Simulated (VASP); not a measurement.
# Hg (P6_3/mmc) in VASP: notebook

The runs below take Hg through relaxation of cell and atoms, with PBE.

Program: VASP 6.6.1. These are calculated values, not measurements. Logs are shortened: lines on timing, memory, paths and dates and some standing lists are left out, and cuts for length are marked.

## (1) The cell of the first run

Symmetry: P6_3/mmc, No. 194, hexagonal system. The conventional cell has a = 2.890 Å, b = 2.890 Å, c = 4.824 Å, α = 90.00°, β = 90.00°, γ = 120.00°. Within 3.8 Å of Hg (site symmetry -6m2) lie 12 Hg at 2.89 to 2.93 Å.

## (2) Relaxation of cell and atoms, PBE, target pressure 40 GPa, at which the enthalpy is minimised

Contents of INCAR:

```
PREC     = Accurate       # precision mode
ENCUT    = 600            # plane-wave cutoff, eV
EDIFF    = 1E-6           # SCF threshold, eV
ISMEAR   = -1             # smearing method
SIGMA    = 0.05           # smearing width, eV
LREAL    = F              # projectors in reciprocal space
LASPH    = T              # aspherical terms in the spheres
NELM     = 60             # most SCF steps
ALGO     = Normal         # electronic algorithm
ISIF     = 3              # what is computed and relaxed
LWAVE    = F              # write WAVECAR
LCHARG   = F              # write CHGCAR
GGA      = PE             # functional
IBRION   = 2              # ionic algorithm
NSW      = 32             # ionic steps
EDIFFG   = -0.005         # ionic threshold
PSTRESS  = 400.0
```

Contents of KPOINTS:

```
Automatic mesh
0
Gamma
  15 15 8
```

Contents of POSCAR:

```
Hg
1.0
    2.8900136341      0.0000000000      0.0000000000
   -1.4450068171      2.5028252244      0.0000000000
    0.0000000000      0.0000000000      4.8244564815
Hg
2
Direct
    0.3333333333      0.6666666667      0.2500000000
    0.6666666667      0.3333333333      0.7500000000
```

Potentials or basis: VASP PAW PBE potentials, release 64 (Hg).

Started as:

```bash
cat potpaw_PBE.64/Hg/POTCAR > POTCAR
mpirun -np 1 vasp_std > vasp.out
```

OUTCAR:

```text
PREC = Accurate
   ENCUT = 600
   EDIFF = 1E-6
   ISMEAR = -1
   LREAL = F
   LASPH = T
   NELM = 60
   ISIF = 3
   GGA = PE
   IBRION = 2
   NSW = 32
   EDIFFG = -0.005
   PSTRESS = 400.0

 ion  position               nearest neighbor table
   1  0.333  0.667  0.250-   2 2.93   2 2.93   2 2.93   2 2.93   2 2.93   2 2.93
   2  0.667  0.333  0.750-   1 2.93   1 2.93   1 2.93   1 2.93   1 2.93   1 2.93

  LATTYP: Found a hexagonal cell.
 ALAT       =     2.8900136341
 C/A-ratio  =     1.6693542288

  Lattice vectors:

 A1 = (   2.8900136341,   0.0000000000,   0.0000000000)
 A2 = (  -1.4450068171,   2.5028252244,   0.0000000000)
 A3 = (   0.0000000000,   0.0000000000,   4.8244564815)

Analysis of symmetry for initial positions (statically):
=====================================================================
 Subroutine PRICEL returns:
 Original cell was already a primitive cell.

 Routine SETGRP: Setting up the symmetry group for a
 hexagonal supercell.

 Subroutine GETGRP returns: Found 24 space group operations
 (whereof 12 operations were pure point group operations)
 out of a pool of 24 trial point group operations.

The static configuration has the point symmetry D_3d.
 The point group associated with its full space group is D_6h.

Analysis of symmetry for dynamics (positions and initial velocities):
=====================================================================
 Subroutine PRICEL returns:
 Original cell was already a primitive cell.

 Routine SETGRP: Setting up the symmetry group for a
 hexagonal supercell.

 Subroutine GETGRP returns: Found 24 space group operations
 (whereof 12 operations were pure point group operations)
 out of a pool of 24 trial point group operations.

The dynamic configuration has the point symmetry D_3d.
 The point group associated with its full space group is D_6h.

 Subroutine INISYM returns: Found 24 space group operations
 (whereof 12 operations are pure point group operations),
 and found     1 'primitive' translations

----------------------------------------------------------------------------------------

                                     Primitive cell

  volume of cell :      34.8963

  direct lattice vectors                    reciprocal lattice vectors
     2.890013634  0.000000000  0.000000000     0.346019129  0.199774237  0.000000000
    -1.445006817  2.502825224  0.000000000     0.000000000  0.399548474  0.000000000
     0.000000000  0.000000000  4.824456482     0.000000000  0.000000000  0.207277235

  length of vectors
     2.890013634  2.890013634  4.824456482     0.399548474  0.399548474  0.207277235

  position of ions in fractional coordinates (direct lattice)
     0.333333333  0.666666667  0.250000000
     0.666666667  0.333333333  0.750000000

  ion indices of the primitive-cell ions
   primitive index   ion index
                 1           1
                 2           2

----------------------------------------------------------------------------------------

 KPOINTS: Automatic mesh

Automatic generation of k-mesh.
 Grid dimensions read from file:
 generate k-points for:   15   15    8

 Generating k-lattice:

  Cartesian coordinates                     Fractional coordinates (reciprocal lattice)
     0.023067942  0.013318282  0.000000000     0.066666667  0.000000000  0.000000000
     0.000000000  0.026636565  0.000000000     0.000000000  0.066666667  0.000000000
     0.000000000  0.000000000  0.025909654     0.000000000  0.000000000  0.125000000

  Length of vectors
     0.026636565  0.026636565  0.025909654

  Shift w.r.t. Gamma in fractional coordinates (k-lattice)
     0.000000000  0.000000000  0.000000000

 Subroutine IBZKPT returns following result:
 ===========================================

 Found    135 irreducible k-points:

 Following reciprocal coordinates:
            Coordinates               Weight
  0.000000  0.000000  0.000000      1.000000
  0.066667  0.000000  0.000000      6.000000
  0.133333  0.000000  0.000000      6.000000
  0.200000 -0.000000  0.000000      6.000000
  0.266667  0.000000  0.000000      6.000000
  0.333333  0.000000  0.000000      6.000000
[... 16 lines left out ...]
  0.333333  0.200000  0.000000     12.000000
  0.400000  0.200000  0.000000      6.000000
 [... further k-points ...]
   k-points           NKPTS =    135   k-points in BZ     NKDIM =    135   number of bands    NBANDS=     16
   number of dos      NEDOS =    301   number of ions     NIONS =      2
   total plane-waves  NPLWV =  23040
   dimension x,y,z NGX =    24 NGY =   24 NGZ =   40
   dimension x,y,z NGXF=    48 NGYF=   48 NGZF=   80
   ions per type =               2
   NGX,Y,Z   is equivalent  to a cutoff of  13.81, 13.81, 13.78 a.u.
   NGXF,Y,Z  is equivalent  to a cutoff of  27.61, 27.61, 27.57 a.u.
 SYSTEM =  unknown system
   PREC   = accura    normal or accurate (medium, high low for compatibility)
   ISTART =      0    job   : 0-new  1-cont  2-samecut
   ICHARG =      2    charge: 1-file 2-atom 10-const
   ISPIN  =      1    spin polarized calculation?
   LNONCOLLINEAR =      F non collinear calculations
   LSORBIT =      F    spin-orbit coupling
   LASPH  =      T    aspherical Exc in radial PAW
   ENCUT  =  600.0 eV  44.10 Ry    6.64 a.u.   5.77  5.77  9.64*2*pi/ulx,y,z
   NELM   =     60;   NELMIN=  2; NELMDL= -5     # of ELM steps
   EDIFF  = 0.1E-05   stopping-criterion for ELM
   LREAL  =      F    real-space projection
   EDIFFG = -.5E-02   stopping-criterion for IOM
   NSW    =     32    number of steps for IOM
   IBRION =      2    ionic relax: 0-MD 1-quasi-New 2-CG
   NFREE  =      1    steps in history (QN), initial steepest desc. (CG)
   ISIF   =      3    stress and relaxation
   ISYM   =      2    0-nonsym 1-usesym 2-fastsym
   POTIM  = 0.5000    time-step for ionic-motion
   TEBEG  =    0.0;   TEEND  =   0.0 temperature during run
   PSTRESS=  400.0 pullay stress
   NELECT =      24.0000    total number of electrons
   NUPDOWN=      -1.0000    fix difference up-down
   EMIN   =  10.00;   EMAX   =-10.00  energy-range for DOS
   EFERMI =   0.00;   METHOD = LEGACY
   ISMEAR =    -1;   SIGMA  =   0.05  broadening in eV -4-tet -1-fermi 0-gaus
   EFERMI_NEDOS =   21; number of points for ismear=-14 and -15
   IALGO  =     38    algorithm
   IMIX   =      4    mixing-type and parameters
     AMIX     =   0.40;   BMIX     =  1.00
     AMIX_MAG =   1.60;   BMIX_MAG =  1.00
  volume/ion in A,a.u.               =      17.45       117.75
  Fermi-wavevector in a.u.,A,eV,Ry     =   1.445059  2.730766 28.411633  2.088196
  Thomas-Fermi vector in A             =   2.563284
   LORBIT       =      0    0 simple, 1 ext, 2 COOP (PROOUT), +10 PAW based schemes
   GGA     = PE    functional components
   LHFCALC =     F    Hartree Fock is set to
   AEXX    =    0.0000 exact exchange contribution
   IVDW    =     0    specifies the selected vdW correction
   LEPSILON=     F    determine dielectric tensor
   LRPA    =     F    only Hartree local field effects (RPA)
 conjugate gradient relaxation of ions
 non-spin polarized calculation
  energy-cutoff  :      600.00
  volume of cell :       34.90
 maximum number of plane-waves:      1178
 NGX is ok and might be reduce to    24
   NGX = 11   NGY = 11   NGZ = 19

--------------------------------------- Ionic step        1  -------------------------------------------

 number of electron      24.0000004 magnetization

 Free energy of the ion-electron system (eV)
  ---------------------------------------------------
  ext. energy  EPLUGINS =         0.00000000
  ---------------------------------------------------
  free energy    TOTEN  =         1.17889888 eV

  energy without entropy =        1.18486848  energy(sigma->0) =        1.18188368

------------------------ aborting loop because EDIFF is reached ----------------------------------------

  FORCE on cell =-STRESS in cart. coord.  units (eV):
  Direction    XX          YY          ZZ          XY          YZ          ZX
  --------------------------------------------------------------------------------------
  -------------------------------------------------------------------------------------
  Total        9.1194983      9.1194983      9.0649716     -0.0000000     -0.0000000     -0.0000000
  in kB      418.6997681    418.6997681    416.1963050     -0.0000000     -0.0000000     -0.0000000
  external PRESSURE =      17.8652804 kB  Pullay stress =     400.0000000 kB
[... 251 lines left out ...]
  enthalpy is  TOTEN    =         9.8895902364 eV   P V=        8.7775705605

--------------------------------------- Ionic step        8  -------------------------------------------

 number of electron      24.0000004 magnetization

 Free energy of the ion-electron system (eV)
  ---------------------------------------------------
  ext. energy  EPLUGINS =         0.00000000
  ---------------------------------------------------
  free energy    TOTEN  =         1.11196853 eV

  energy without entropy =        1.11768398  energy(sigma->0) =        1.11482626

 E-fermi :   6.1287     XC(G=0): -12.5626

 val. band max:        6.0898632873   @ k =   0.2667   0.2000   0.1250
 cond. band min:       6.1715543248   @ k =   0.2667   0.2667   0.2500
 fundamental gap:      0.0816910374
 Fermi energy:         6.1287382936

 k-point     1 :       0.0000    0.0000    0.0000
  band No.  band energies     occupation
      1      -6.2916      2.00000
      2      -4.5765      2.00000
      3      -2.7756      2.00000
      4      -2.5819      2.00000
      5      -2.5819      2.00000
      6      -2.3444      2.00000
[... 8 lines left out ...]
     15      20.6041      0.00000
     16      21.3645      0.00000
[... 420 lines left out ...]
  band No.  band energies     occupation
      1      -3.7915      2.00000
      2      -3.7080      2.00000
      3      -3.5287      2.00000
      4      -2.6888      2.00000
      5      -2.4131      2.00000
      6      -2.2443      2.00000
[... 8 lines left out ...]
     15      11.3123      0.00000
     16      11.6675      0.00000

 [... further k-points ...]

------------------------ aborting loop because EDIFF is reached ----------------------------------------

  FORCE on cell =-STRESS in cart. coord.  units (eV):
  Direction    XX          YY          ZZ          XY          YZ          ZX
  --------------------------------------------------------------------------------------
  -------------------------------------------------------------------------------------
  Total        8.7874219      8.7874219      8.7787846     -0.0000000      0.0000000     -0.0000000
  in kB      400.4464891    400.4464891    400.0528854     -0.0000000      0.0000000     -0.0000000
  external PRESSURE =       0.3152878 kB  Pullay stress =     400.0000000 kB
[... 17 lines left out ...]
  FREE ENERGIE OF THE ION-ELECTRON SYSTEM (eV)
  ---------------------------------------------------
  free  energy   TOTEN  =         1.1119685308 eV

  energy  without entropy=        1.1176839833  energy(sigma->0) =        1.11482626

  enthalpy is  TOTEN    =         9.8895926078 eV   P V=        8.7776240770

 reached required accuracy - stopping structural energy minimisation
```

It took 90 s on 1 thread of Intel Xeon 6975P-C (Granite Rapids), shared host; peak memory 0.22 GiB.

Results:

```yaml
Free_energy: 1.1120 eV
Relaxed_volume: 17.58 Å³/atom
Relaxed_cell: a = 2.900 Å, b = 2.900 Å, c = 4.828 Å, α = 90.00°, β = 90.00°, γ = 120.00°
Space_group_after_relaxing_to_0.1_Å: P6_3/mmc (No. 194)
Energy_change_on_relaxing_the_run_minimises_the_enthalpy: -33.5 meV/atom
Ionic_steps: 8
Pressure_after_relaxing: 40.0 GPa
Band_gap_on_the_k_mesh: zero (bands 12 and 13 overlap by 2.04 eV)
```

The path:
| step | energy change (eV) | largest force (eV/Å) | pressure (GPa) | volume (Å³) |
| --- | --- | --- | --- | --- |
| 1 | 0.0000 | 0.0000 | 41.79 | 34.90 |
| 2 | -0.2387 | 0.0000 | 35.48 | 35.89 |
| 3 | -0.0683 | 0.0000 | 39.99 | 35.16 |
| 4 | -0.0670 | 0.0000 | 40.02 | 35.16 |
| 5 | -0.0670 | 0.0000 | 40.02 | 35.16 |
| 6 | -0.0669 | 0.0000 | 40.03 | 35.16 |
| 7 | -0.0669 | 0.0000 | 40.03 | 35.16 |
| 8 | -0.0669 | 0.0000 | 40.03 | 35.16 |

Final structure:
```
CELL_PARAMETERS angstrom
2.89977 0.00000 0.00000
-1.44988 2.51127 0.00000
0.00000 0.00000 4.82804
ATOMIC_POSITIONS crystal
Hg 0.33333 0.66667 0.25000
Hg 0.66667 0.33333 0.75000
```

Caveat: the cell is relaxed towards a set pressure, so the run minimises the enthalpy, not the energy; spin-orbit coupling is left out, which moves the levels of the heavy elements.

## (3) Relaxation of cell and atoms, PBE, target pressure 40 GPa, at which the enthalpy is minimised

This run uses another cell than the first one, of 17.67 Å³/atom.

Contents of INCAR:

```
SYSTEM = Hg
PREC = Accurate
ENCUT = 600
EDIFF = 1E-7
ISMEAR = -1
SIGMA = 0.05
LREAL = .FALSE.
LASPH = .TRUE.
NELM = 100
ALGO = Normal
ISIF = 3
LWAVE = .FALSE.
LCHARG = .FALSE.
GGA = PE
IBRION = 2
NSW = 60
EDIFFG = -0.005
PSTRESS = 400.0
```

Contents of KPOINTS:

```
Automatic mesh
0
G
  15 15 8
  0 0 0
```

Contents of POSCAR:

```
Hg
1.0
    2.9314399772      0.0000000000      0.0000000000
   -1.4657199886      2.5387014900      0.0000000000
    0.0000000000      0.0000000000      4.7489327631
Hg
2
Direct
    0.3333333333      0.6666666667      0.2500000000
    0.6666666667      0.3333333333      0.7500000000
```

Potentials or basis: VASP PAW PBE potentials, release 64 (Hg).

Started as:

```bash
cat potpaw_PBE.64/Hg/POTCAR > POTCAR
mpirun -np 1 vasp_std > vasp.out
```

It took 2.5 min on 1 thread of Intel Xeon 6975P-C (Granite Rapids), shared host; peak memory 0.23 GiB.

The run converged. Its results:

| Item | Value |
| --- | --- |
| Free energy | 1.1118 eV |
| Relaxed volume | 17.58 Å³/atom |
| Relaxed cell | a = 2.901 Å, b = 2.901 Å, c = 4.825 Å, α = 90.00°, β = 90.00°, γ = 120.00° |
| Space group after relaxing (to 0.1 Å) | P6_3/mmc (No. 194) |
| Energy change on relaxing (the run minimises the enthalpy) | +21.7 meV/atom |
| Ionic steps | 10 |
| Pressure after relaxing | 40.0 GPa |
| Band gap on the k mesh | zero (bands 12 and 13 overlap by 2.03 eV) |

The path:
| step | energy change (eV) | largest force (eV/Å) | pressure (GPa) | volume (Å³) |
| --- | --- | --- | --- | --- |
| 1 | 0.0000 | 0.0000 | 38.79 | 35.34 |
| 2 | 0.1725 | 0.0000 | 43.31 | 34.67 |
| 3 | 0.0517 | 0.0000 | 40.15 | 35.13 |
| 4 | 0.0498 | 0.0000 | 40.11 | 35.14 |
| 5 | 0.0462 | 0.0000 | 40.06 | 35.15 |
| 6 | 0.0421 | 0.0000 | 39.95 | 35.17 |
| 7 | 0.0442 | 0.0000 | 40.04 | 35.16 |
| 8 | 0.0425 | 0.0000 | 40.00 | 35.16 |
| 9 | 0.0435 | 0.0000 | 40.04 | 35.16 |
| 10 | 0.0433 | 0.0000 | 40.03 | 35.16 |

Final structure:
```xyz
2
Lattice="2.9007 0.0000 0.0000 -1.4503 2.5120 0.0000 0.0000 0.0000 4.8251" Properties=species:S:1:pos:R:3 pbc="T T T"
Hg    0.0000    1.6747    1.2063
Hg    1.4503    0.8373    3.6188
```

Levels at points of the mesh, in eV from the Fermi level:
| k point | band 8 | band 9 | band 10 | band 11 | band 12 | band 13 | band 14 | band 15 | band 16 |
| --- | --- | --- | --- | --- | --- | --- | --- | --- | --- |
| (0.00, 0.00, 0.00) | -7.98 | -7.98 | -6.87 | -6.87 | -3.74 | -1.55 | 13.17 | 14.49 | 15.22 |
| (0.00, 0.00, 0.50) | -8.61 | -7.25 | -7.25 | -7.25 | -7.25 | 7.26 | 7.26 | 13.48 | 13.48 |

Caveat: the cell is relaxed towards a set pressure, so the run minimises the enthalpy, not the energy; spin-orbit coupling is left out, which moves the levels of the heavy elements.

The gap in the log of VASP goes by the Fermi energy; the results here count the filled bands.